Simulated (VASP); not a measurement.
# Fe (Im-3m) in VASP: single point with PBE

Aim: the single point of Fe with PBE.

Everything below comes from runs of VASP 6.6.1. Logs are shortened: lines on timing, memory, paths and dates and some standing lists are left out, and cuts for length are marked.

### Step 1. The cell of the first run

It takes space group Im-3m (No. 229, cubic). Conventional cell: a = 2.830 Å, b = 2.830 Å, c = 2.830 Å, α = 90.00°, β = 90.00°, γ = 90.00°. Within 3.2 Å of Fe (site symmetry m-3m) lie 14 Fe at 2.45 to 2.83 Å.

### Step 2. Single point, PBE, collinear spin, ferromagnetic start

Contents of INCAR:

```
SYSTEM = Fe
PREC = Accurate
ENCUT = 600
EDIFF = 1E-6
ISMEAR = -1
SIGMA = 0.1
LREAL = .FALSE.
LASPH = .TRUE.
NELM = 200
ALGO = Normal
ISIF = 2
LWAVE = .FALSE.
LCHARG = .FALSE.
ISPIN = 2
MAGMOM = 2.2 2.2
LORBIT = 11
LMAXMIX = 4
GGA = PE
NBANDS = 19
GGA_COMPAT = .FALSE.
```

Contents of KPOINTS:

```
Automatic mesh
0
G
  6 6 6
  0 0 0
```

Contents of POSCAR:

```
Fe
1.0
    2.8300000000      0.0000000000      0.0000000000
    0.0000000000      2.8300000000      0.0000000000
    0.0000000000      0.0000000000      2.8300000000
Fe
2
Direct
    0.0000000000      0.0000000000      0.0000000000
    0.5000000000      0.5000000000      0.5000000000
```

Potentials or basis: VASP PAW PBE potentials, release 64 (Fe).

Run with:

```console
$ cat potpaw_PBE.64/Fe/POTCAR > POTCAR
$ mpirun -np 1 vasp_std > vasp.out
```

OUTCAR:

```text
SYSTEM = Fe
   PREC = Accurate
   ENCUT = 600
   EDIFF = 1E-6
   ISMEAR = -1
   LREAL = .FALSE.
   LASPH = .TRUE.
   NELM = 200
   ISIF = 2
   ISPIN = 2
   LORBIT = 11
   GGA = PE

 ion  position               nearest neighbor table
   1  0.000  0.000  0.000-   2 2.45   2 2.45   2 2.45   2 2.45   2 2.45   2 2.45   2 2.45   2 2.45

   2  0.500  0.500  0.500-   1 2.45   1 2.45   1 2.45   1 2.45   1 2.45   1 2.45   1 2.45   1 2.45

  LATTYP: Found a simple cubic cell.
 ALAT       =     2.8300000000

  Lattice vectors:

 A1 = (   2.8300000000,   0.0000000000,   0.0000000000)
 A2 = (   0.0000000000,   2.8300000000,   0.0000000000)
 A3 = (   0.0000000000,   0.0000000000,   2.8300000000)

Analysis of symmetry for initial positions (statically):
=====================================================================
 Subroutine PRICEL returns following result:

  LATTYP: Found a body centered cubic cell.
 ALAT       =     2.8300000000

  Lattice vectors:

 A1 = (   1.4150000000,   1.4150000000,  -1.4150000000)
 A2 = (  -1.4150000000,   1.4150000000,   1.4150000000)
 A3 = (   1.4150000000,  -1.4150000000,   1.4150000000)

   2 primitive cells build up your supercell.

 Routine SETGRP: Setting up the symmetry group for a
 simple cubic supercell.

 Subroutine GETGRP returns: Found 48 space group operations
 (whereof 48 operations were pure point group operations)
 out of a pool of 48 trial point group operations.

The static configuration has the point symmetry O_h .

Analysis of symmetry for dynamics (positions and initial velocities):
=====================================================================
 Subroutine PRICEL returns following result:

  LATTYP: Found a body centered cubic cell.
 ALAT       =     2.8300000000

  Lattice vectors:

 A1 = (   1.4150000000,   1.4150000000,  -1.4150000000)
 A2 = (  -1.4150000000,   1.4150000000,   1.4150000000)
 A3 = (   1.4150000000,  -1.4150000000,   1.4150000000)

   2 primitive cells build up your supercell.

 Routine SETGRP: Setting up the symmetry group for a
 simple cubic supercell.

 Subroutine GETGRP returns: Found 48 space group operations
 (whereof 48 operations were pure point group operations)
 out of a pool of 48 trial point group operations.

The dynamic configuration has the point symmetry O_h .

Analysis of structural, dynamic, and magnetic symmetry:
=====================================================================
 Subroutine PRICEL returns following result:

  LATTYP: Found a body centered cubic cell.
 ALAT       =     2.8300000000

  Lattice vectors:

 A1 = (   1.4150000000,   1.4150000000,  -1.4150000000)
 A2 = (  -1.4150000000,   1.4150000000,   1.4150000000)
 A3 = (   1.4150000000,  -1.4150000000,   1.4150000000)

   2 primitive cells build up your supercell.

 Routine SETGRP: Setting up the symmetry group for a
 simple cubic supercell.

 Subroutine GETGRP returns: Found 48 space group operations
 (whereof 48 operations were pure point group operations)
 out of a pool of 48 trial point group operations.

The overall configuration has the point symmetry O_h .

 Subroutine INISYM returns: Found 48 space group operations
 (whereof 48 operations are pure point group operations),
 and found     2 'primitive' translations

----------------------------------------------------------------------------------------

                                     Primitive cell

  volume of cell :      11.3326

  direct lattice vectors                    reciprocal lattice vectors
     1.415000000  1.415000000 -1.415000000     0.353356890  0.353356890  0.000000000
    -1.415000000  1.415000000  1.415000000    -0.000000000  0.353356890  0.353356890
     1.415000000 -1.415000000  1.415000000     0.353356890  0.000000000  0.353356890

  length of vectors
     2.450851893  2.450851893  2.450851893     0.499722107  0.499722107  0.499722107

  position of ions in fractional coordinates (direct lattice)
     0.000000000  0.000000000  0.000000000

  ion indices of the primitive-cell ions
   primitive index   ion index
                 1           1

----------------------------------------------------------------------------------------

 KPOINTS: Automatic mesh

Automatic generation of k-mesh.
 Grid dimensions read from file:
 generate k-points for:    6    6    6

 Generating k-lattice:

  Cartesian coordinates                     Fractional coordinates (reciprocal lattice)
     0.058892815  0.000000000  0.000000000     0.166666667  0.000000000  0.000000000
     0.000000000  0.058892815  0.000000000     0.000000000  0.166666667  0.000000000
     0.000000000  0.000000000  0.058892815     0.000000000  0.000000000  0.166666667

  Length of vectors
     0.058892815  0.058892815  0.058892815

  Shift w.r.t. Gamma in fractional coordinates (k-lattice)
     0.000000000  0.000000000  0.000000000

 Subroutine IBZKPT returns following result:
 ===========================================

 Found     20 irreducible k-points:

 Following reciprocal coordinates:
            Coordinates               Weight
  0.000000  0.000000  0.000000      1.000000
  0.166667  0.000000  0.000000      6.000000
  0.333333  0.000000  0.000000      6.000000
  0.500000  0.000000  0.000000      3.000000
  0.166667  0.166667  0.000000     12.000000
  0.333333  0.166667  0.000000     24.000000
[... 12 lines left out ...]
  0.500000  0.500000  0.333333      6.000000
  0.500000  0.500000  0.500000      1.000000
   k-points           NKPTS =     20   k-points in BZ     NKDIM =     20   number of bands    NBANDS=     19
   number of dos      NEDOS =    301   number of ions     NIONS =      2
   total plane-waves  NPLWV =  13824
   dimension x,y,z NGX =    24 NGY =   24 NGZ =   24
   dimension x,y,z NGXF=    48 NGYF=   48 NGZF=   48
   ions per type =               2
   NGX,Y,Z   is equivalent  to a cutoff of  14.10, 14.10, 14.10 a.u.
   NGXF,Y,Z  is equivalent  to a cutoff of  28.20, 28.20, 28.20 a.u.
 SYSTEM =  Fe
   PREC   = accura    normal or accurate (medium, high low for compatibility)
   ISTART =      0    job   : 0-new  1-cont  2-samecut
   ICHARG =      2    charge: 1-file 2-atom 10-const
   ISPIN  =      2    spin polarized calculation?
   LNONCOLLINEAR =      F non collinear calculations
   LSORBIT =      F    spin-orbit coupling
   LASPH  =      T    aspherical Exc in radial PAW
   ENCUT  =  600.0 eV  44.10 Ry    6.64 a.u.   5.65  5.65  5.65*2*pi/ulx,y,z
   NELM   =    200;   NELMIN=  2; NELMDL= -5     # of ELM steps
   EDIFF  = 0.1E-05   stopping-criterion for ELM
   LREAL  =      F    real-space projection
   EDIFFG = 0.1E-04   stopping-criterion for IOM
   NSW    =      0    number of steps for IOM
   IBRION =     -1    ionic relax: 0-MD 1-quasi-New 2-CG
   NFREE  =      0    steps in history (QN), initial steepest desc. (CG)
   ISIF   =      2    stress and relaxation
   ISYM   =      2    0-nonsym 1-usesym 2-fastsym
   POTIM  = 0.5000    time-step for ionic-motion
   TEBEG  =    0.0;   TEEND  =   0.0 temperature during run
   PSTRESS=    0.0 pullay stress
   NELECT =      16.0000    total number of electrons
   NUPDOWN=      -1.0000    fix difference up-down
   EMIN   =  10.00;   EMAX   =-10.00  energy-range for DOS
   EFERMI =   0.00;   METHOD = LEGACY
   ISMEAR =    -1;   SIGMA  =   0.10  broadening in eV -4-tet -1-fermi 0-gaus
   EFERMI_NEDOS =   21; number of points for ismear=-14 and -15
   IALGO  =     38    algorithm
   IMIX   =      4    mixing-type and parameters
     AMIX     =   0.40;   BMIX     =  1.00
     AMIX_MAG =   1.60;   BMIX_MAG =  1.00
  volume/ion in A,a.u.               =      11.33        76.48
  Fermi-wavevector in a.u.,A,eV,Ry     =   1.457678  2.754613 28.910018  2.124826
  Thomas-Fermi vector in A             =   2.574452
   LORBIT       =     11    0 simple, 1 ext, 2 COOP (PROOUT), +10 PAW based schemes
   GGA     = PE    functional components
   LHFCALC =     F    Hartree Fock is set to
   AEXX    =    0.0000 exact exchange contribution
   IVDW    =     0    specifies the selected vdW correction
   LEPSILON=     F    determine dielectric tensor
   LRPA    =     F    only Hartree local field effects (RPA)
 spin polarized calculation
  energy-cutoff  :      600.00
  volume of cell :       22.67
 maximum number of plane-waves:       768
 NGX is ok and might be reduce to    24
   NGX = 11   NGY = 11   NGZ = 11

 number of electron      16.0000014 magnetization       4.2464951

 Free energy of the ion-electron system (eV)
  ---------------------------------------------------
  ext. energy  EPLUGINS =         0.00000000
  ---------------------------------------------------
  free energy    TOTEN  =       -16.52041296 eV

  energy without entropy =      -16.46763536  energy(sigma->0) =      -16.49402416

 E-fermi :   5.9136     XC(G=0): -13.1288

 val. band max:        5.9048289234   @ k =   0.3333   0.1667   0.0000
 cond. band min:       6.0117494822   @ k =   0.0000   0.0000   0.0000
 fundamental gap:      0.1069205588
 Fermi energy:         5.9135570329

 spin component 1

 k-point     1 :       0.0000    0.0000    0.0000
  band No.  band energies     occupation
      1      -2.5786      1.00000
      2       1.0198      1.00000
      3       1.0198      1.00000
      4       3.5810      1.00000
      5       3.5810      1.00000
      6       3.5810      1.00000
[... 11 lines left out ...]
     18      30.9145      0.00000
     19      30.9145      0.00000

 k-point     2 :       0.1667    0.0000    0.0000
  band No.  band energies     occupation
      1      -2.0101      1.00000
      2       1.2566      1.00000
      3       1.2634      1.00000
      4       3.5830      1.00000
      5       3.5830      1.00000
      6       3.7371      1.00000
[... 11 lines left out ...]
     18      28.7976      0.00000
     19      30.1234      0.00000

 k-point     3 :       0.3333    0.0000    0.0000
  band No.  band energies     occupation
      1      -0.4772      1.00000
      2       1.6533      1.00000
      3       1.9391      1.00000
      4       3.6755      1.00000
      5       3.6755      1.00000
      6       3.8404      1.00000
[... 345 lines left out ...]
  band No.  band energies     occupation
      1       2.1658      1.00000
      2       2.1658      1.00000
      3       2.4205      1.00000
      4       2.4205      1.00000
      5       3.3242      1.00000
      6       3.3242      1.00000
[... 11 lines left out ...]
     18      18.9664      0.00000
     19      38.2593      0.00000

 k-point    20 :       0.5000    0.5000    0.5000
  band No.  band energies     occupation
      1       2.6463      1.00000
      2       2.6463      1.00000
      3       2.6463      1.00000
      4       2.6463      1.00000
      5       2.6463      1.00000
      6       2.6463      1.00000
[... 11 lines left out ...]
     18      16.7516      0.00000
     19      44.9190      0.00000
 Fermi energy:         5.9135570329

 spin component 2

 k-point     1 :       0.0000    0.0000    0.0000
  band No.  band energies     occupation
      1      -2.4503      1.00000
      2       2.7915      1.00000
      3       2.7916      1.00000
      4       5.4377      0.99149
      5       5.4379      0.99148
      6       5.4379      0.99148
[... 11 lines left out ...]
     18      30.6235      0.00000
     19      30.6235      0.00000

 k-point     2 :       0.1667    0.0000    0.0000
  band No.  band energies     occupation
      1      -1.8777      1.00000
      2       2.9668      1.00000
      3       3.0812      1.00000
      4       5.4201      0.99286
      5       5.4202      0.99285
      6       5.6099      0.95422
[... 11 lines left out ...]
     18      29.7505      0.00000
     19      30.1284      0.00000

 k-point     3 :       0.3333    0.0000    0.0000
  band No.  band energies     occupation
      1      -0.2936      1.00000
      2       2.9989      1.00000
      3       3.8942      1.00000
      4       5.4759      0.98758
      5       5.4761      0.98757
      6       6.0864      0.15075
[... 346 lines left out ...]
      1       3.4795      1.00000
      2       3.4795      1.00000
      3       3.9066      1.00000
      4       3.9066      1.00000
      5       4.5075      1.00000
      6       4.5075      1.00000
[... 11 lines left out ...]
     18      19.5909      0.00000
     19      38.1750      0.00000

 k-point    20 :       0.5000    0.5000    0.5000
  band No.  band energies     occupation
      1       3.9851      1.00000
      2       3.9851      1.00000
      3       3.9852      1.00000
      4       3.9852      1.00000
      5       3.9852      1.00000
      6       3.9852      1.00000
[... 11 lines left out ...]
     18      17.4521      0.00000
     19      44.6534      0.00000

------------------------ aborting loop because EDIFF is reached ----------------------------------------

  FORCE on cell =-STRESS in cart. coord.  units (eV):
  Direction    XX          YY          ZZ          XY          YZ          ZX
  --------------------------------------------------------------------------------------
  -------------------------------------------------------------------------------------
  Total       -0.1184835     -0.1184835     -0.1184835      0.0000000      0.0000000     -0.0000000
  in kB       -8.3754660     -8.3754660     -8.3754660      0.0000000      0.0000000     -0.0000000
  external PRESSURE =      -8.3754660 kB  Pullay stress =       0.0000000 kB

 VOLUME and BASIS-vectors are now :
 -----------------------------------------------------------------------------
  energy-cutoff  :      600.00
  volume of cell :       22.67
      direct lattice vectors                 reciprocal lattice vectors
     2.830000000  0.000000000  0.000000000     0.353356890  0.000000000  0.000000000
     0.000000000  2.830000000  0.000000000     0.000000000  0.353356890  0.000000000
     0.000000000  0.000000000  2.830000000     0.000000000  0.000000000  0.353356890

 POSITION                                       TOTAL-FORCE (eV/Angst)
 -----------------------------------------------------------------------------------
      0.00000      0.00000      0.00000        -0.000000     -0.000000     -0.000000
      1.41500      1.41500      1.41500         0.000000      0.000000      0.000000
 -----------------------------------------------------------------------------------
    total drift:                                0.000000      0.000000     -0.000000

  FREE ENERGIE OF THE ION-ELECTRON SYSTEM (eV)
  ---------------------------------------------------
  free  energy   TOTEN  =       -16.5204129550 eV

  energy  without entropy=      -16.4676353607  energy(sigma->0) =      -16.49402416

 total charge

# of ion       s       p       d       tot
------------------------------------------
    1        0.486   0.538   6.252   7.275
    2        0.486   0.538   6.252   7.275
--------------------------------------------------
tot          0.971   1.076  12.503  14.550

 magnetization (x)

# of ion       s       p       d       tot
------------------------------------------
    1       -0.017  -0.065   2.207   2.126
    2       -0.017  -0.065   2.207   2.126
--------------------------------------------------
tot         -0.033  -0.130   4.415   4.252
```

Run time: 8.3 s. Hardware: 1 thread of Intel Xeon 6975P-C (Granite Rapids), shared host; peak memory 0.15 GiB.

Results:

| Property | Result |
| --- | --- |
| Free energy | -16.5204 eV |
| Pressure | -0.8 GPa |
| Net moment | 4.25 μB per cell |
| Site moments | Fe +2.13 μB |
| Valence electrons inside the program's atomic spheres | Fe 7.28 |

Caveat: the k points lie up to 0.37 Å⁻¹ apart.
